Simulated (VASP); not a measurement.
Runs of VASP 6.6.1 on BN. The structure is that of space group F-43m (No. 216), or close to it. The cells are those of the table. 

```csv
cell,gap on the mesh (eV),pressure (GPa)
"a = 2.564 Å, angles 60.0°, 2 atoms",(b),2.7
"a = 2.512 Å, angles 60.0°, 2 atoms",4.51,(a)
"a = 2.589 Å, angles 60.0°, 2 atoms",4.42,(c)
"a = 2.614 Å, angles 60.0°, 2 atoms",4.38,-19.7
"a = 2.538 Å, angles 60.0°, 2 atoms",4.48,11.9
```

Alike in all rows: task single point; level PBE; potentials or basis VASP PAW PBE potentials, release 64 (N, B); no spin polarisation; k mesh 20 × 20 × 20; cutoff (eV) 520; smearing fermi-dirac 0.02 eV.

Fill in the values left out.

(a) 25.7; (b) 3.56; (c) -10.6.

Caveats: forces of over 1 eV/Å act on the atoms, so gaps and moduli don't describe the material at rest (some runs).

A k mesh can miss the band edges.
